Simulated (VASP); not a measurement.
# Hf in VASP: a series of runs

Runs on Hf. Level: PBE. Tasks: single point.

All numbers are computed with VASP 6.6.1; they aren't measurements. Logs are shortened: lines on timing, memory, paths and dates and some standing lists are left out, and cuts for length are marked.

## Step 1: The cell of the first run

The cell holds a slab with vacuum, 4 atoms: a = 3.203 Å, b = 5.070 Å, c = 19.699 Å, α = 90.00°, β = 90.00°, γ = 90.00°.

## Step 2: Single point, PBE

INCAR

```
SYSTEM = Hf
PREC     = Accurate       ! precision mode
ENCUT    = 520            ! plane-wave cutoff, eV
EDIFF    = 1E-7           ! SCF threshold, eV
ISMEAR   = -1             ! smearing method
SIGMA    = 0.05           ! smearing width, eV
LREAL    = .False.        ! projectors in reciprocal space
LASPH    = .True.         ! aspherical terms in the spheres
NELM     = 80             ! most SCF steps
ALGO     = Normal         ! electronic algorithm
ISIF     = 2              ! what is computed and relaxed
LWAVE    = .False.        ! write WAVECAR
LCHARG   = .True.         ! write CHGCAR
GGA      = PE             ! functional
LELF     = .True.         ! ELF
LVHAR    = .True.       
NBANDS   = 28             ! bands
```

KPOINTS

```
Automatic mesh
0
Gamma
  13 8 1
  0 0 0
```

POSCAR

```
Hf
1.0
    3.2031969921      0.0000000000      0.0000000000
    0.0000000000      5.0702495496      0.0000000000
    0.0000000000      0.0000000000     19.6987000000
Hf
4
Direct
    0.0000000000      0.7500000000      0.4134920278
    0.5000000000      0.2500000000      0.4575319423
    0.5000000000      0.7500000000      0.5424680862
    0.0000000000      0.2500000000      0.5865079437
```

Potentials or basis: VASP PAW PBE potentials, release 64 (Hf_pv).

Launch:

```
> cat potpaw_PBE.64/Hf_pv/POTCAR > POTCAR
> mpirun -np 1 vasp_std > vasp.out
```

OUTCAR:

```text
SYSTEM = Hf
   PREC = Accurate
   ENCUT = 520
   EDIFF = 1E-7
   ISMEAR = -1
   LREAL = .False.
   LASPH = .True.
   NELM = 80
   ISIF = 2
   GGA = PE

 ion  position               nearest neighbor table
   1  0.000  0.750  0.413-   3 3.00   3 3.00   2 3.12   2 3.12   2 3.12   2 3.12
   2  0.500  0.250  0.458-   4 3.00   4 3.00   3 3.04   3 3.04   1 3.12   1 3.12   1 3.12   1 3.12

   3  0.500  0.750  0.542-   1 3.00   1 3.00   2 3.04   2 3.04   4 3.12   4 3.12   4 3.12   4 3.12

   4  0.000  0.250  0.587-   2 3.00   2 3.00   3 3.12   3 3.12   3 3.12   3 3.12

  LATTYP: Found a simple orthorhombic cell.
 ALAT       =     3.2031969921
 B/A-ratio  =     1.5828716005
 C/A-ratio  =     6.1496998307

  Lattice vectors:

 A1 = (   3.2031969921,   0.0000000000,   0.0000000000)
 A2 = (   0.0000000000,   5.0702495496,   0.0000000000)
 A3 = (   0.0000000000,   0.0000000000,  19.6987000000)

Analysis of symmetry for initial positions (statically):
=====================================================================
 Subroutine PRICEL returns:
 Original cell was already a primitive cell.

 Routine SETGRP: Setting up the symmetry group for a
 simple orthorhombic supercell.

 Subroutine GETGRP returns: Found  8 space group operations
 (whereof  4 operations were pure point group operations)
 out of a pool of  8 trial point group operations.

The static configuration has the point symmetry C_2h.
 The point group associated with its full space group is D_2h.

Analysis of symmetry for dynamics (positions and initial velocities):
=====================================================================
 Subroutine PRICEL returns:
 Original cell was already a primitive cell.

 Routine SETGRP: Setting up the symmetry group for a
 simple orthorhombic supercell.

 Subroutine GETGRP returns: Found  8 space group operations
 (whereof  4 operations were pure point group operations)
 out of a pool of  8 trial point group operations.

The dynamic configuration has the point symmetry C_2h.
 The point group associated with its full space group is D_2h.

 Subroutine INISYM returns: Found  8 space group operations
 (whereof  4 operations are pure point group operations),
 and found     1 'primitive' translations

----------------------------------------------------------------------------------------

                                     Primitive cell

  volume of cell :     319.9267

  direct lattice vectors                    reciprocal lattice vectors
[... 91 lines left out ...]
   EDIFF  = 0.1E-06   stopping-criterion for ELM
   LREAL  =      F    real-space projection
   EDIFFG = 0.1E-05   stopping-criterion for IOM
   NSW    =      0    number of steps for IOM
   IBRION =     -1    ionic relax: 0-MD 1-quasi-New 2-CG
   NFREE  =      0    steps in history (QN), initial steepest desc. (CG)
   ISIF   =      2    stress and relaxation
   ISYM   =      2    0-nonsym 1-usesym 2-fastsym
   POTIM  = 0.5000    time-step for ionic-motion
   TEBEG  =    0.0;   TEEND  =   0.0 temperature during run
   PSTRESS=    0.0 pullay stress
   NELECT =      40.0000    total number of electrons
   NUPDOWN=      -1.0000    fix difference up-down
   EMIN   =  10.00;   EMAX   =-10.00  energy-range for DOS
   EFERMI =   0.00;   METHOD = LEGACY
   ISMEAR =    -1;   SIGMA  =   0.05  broadening in eV -4-tet -1-fermi 0-gaus
   EFERMI_NEDOS =   21; number of points for ismear=-14 and -15
   IALGO  =     38    algorithm
   IMIX   =      4    mixing-type and parameters
     AMIX     =   0.40;   BMIX     =  1.00
     AMIX_MAG =   1.60;   BMIX_MAG =  1.00
  volume/ion in A,a.u.               =      79.98       539.74
  Fermi-wavevector in a.u.,A,eV,Ry     =   0.818612  1.546952  9.117607  0.670125
  Thomas-Fermi vector in A             =   1.929269
   LORBIT       =      0    0 simple, 1 ext, 2 COOP (PROOUT), +10 PAW based schemes
   GGA     = PE    functional components
   LHFCALC =     F    Hartree Fock is set to
   AEXX    =    0.0000 exact exchange contribution
   IVDW    =     0    specifies the selected vdW correction
   LEPSILON=     F    determine dielectric tensor
   LRPA    =     F    only Hartree local field effects (RPA)
 non-spin polarized calculation
  energy-cutoff  :      520.00
  volume of cell :      319.93
 maximum number of plane-waves:      8688
 NGX is ok and might be reduce to    24
   NGX = 11   NGY = 19   NGZ = 73

 number of electron      39.9999998 magnetization

 Free energy of the ion-electron system (eV)
  ---------------------------------------------------
  ext. energy  EPLUGINS =         0.00000000
  ---------------------------------------------------
  free energy    TOTEN  =       -35.94312085 eV

  energy without entropy =      -35.89291849  energy(sigma->0) =      -35.91801967

 E-fermi :  -1.3369     XC(G=0):  -4.1827

 val. band max:       -1.3401622506   @ k =   0.3077   0.2500   0.0000
 cond. band min:      -1.3341548518   @ k =   0.3077   0.1250   0.0000
 fundamental gap:      0.0060073988
 Fermi energy:        -1.3368624228

 k-point     1 :       0.0000    0.0000    0.0000
  band No.  band energies     occupation
      1     -32.5891      2.00000
      2     -32.5554      2.00000
      3     -32.5407      2.00000
      4     -32.4030      2.00000
      5     -32.0823      2.00000
      6     -32.0263      2.00000
[... 733 lines left out ...]
     27       0.4869      0.00000
     28       0.5570      0.00000

 [... further k-points ...]

------------------------ aborting loop because EDIFF is reached ----------------------------------------

  FORCE on cell =-STRESS in cart. coord.  units (eV):
  Direction    XX          YY          ZZ          XY          YZ          ZX
  --------------------------------------------------------------------------------------
  -------------------------------------------------------------------------------------
  Total       -3.8177653     -0.3328896     -0.2807357      0.0000000     -0.0000000      0.0000000
  in kB      -19.1191797     -1.6670947     -1.4059104      0.0000000     -0.0000000      0.0000000
  external PRESSURE =      -7.3973949 kB  Pullay stress =       0.0000000 kB

 VOLUME and BASIS-vectors are now :
 -----------------------------------------------------------------------------
  energy-cutoff  :      520.00
  volume of cell :      319.93
      direct lattice vectors                 reciprocal lattice vectors
     3.203196992  0.000000000  0.000000000     0.312188105  0.000000000  0.000000000
     0.000000000  5.070249550  0.000000000     0.000000000  0.197228951  0.000000000
     0.000000000  0.000000000 19.698700000     0.000000000  0.000000000  0.050764771

 POSITION                                       TOTAL-FORCE (eV/Angst)
 -----------------------------------------------------------------------------------
      0.00000      3.80269      8.14526         0.000000     -0.000000      0.057929
      1.60160      1.26756      9.01278         0.000000      0.000000      0.042335
      1.60160      3.80269     10.68592         0.000000      0.000000     -0.042335
      0.00000      1.26756     11.55344         0.000000     -0.000000     -0.057929
 -----------------------------------------------------------------------------------
    total drift:                                0.000000     -0.000000     -0.000042

  FREE ENERGIE OF THE ION-ELECTRON SYSTEM (eV)
  ---------------------------------------------------
  free  energy   TOTEN  =       -35.9431208490 eV

  energy  without entropy=      -35.8929184903  energy(sigma->0) =      -35.91801967
```

It took 5.1 min on 1 thread of Intel Xeon 6975P-C (Granite Rapids), shared host; peak memory 0.5 GiB.

What came out:

```yaml
Free_energy: -35.9431 eV
Largest_force: 0.058 eV/Å
Band_gap_on_the_k_mesh: zero (band 20 reaches -0.83 eV, above the bottom of band 21 at -1.61 eV)
```

Forces in eV/Å, atoms in the order of the input:
```
Hf   0.000  0.000  0.058
Hf   0.000  0.000  0.042
Hf   0.000  0.000 -0.042
Hf   0.000  0.000 -0.058
```

Caveat: spin-orbit coupling is left out, which moves the levels of the heavy elements.

(Continued in part 2 of 2.)
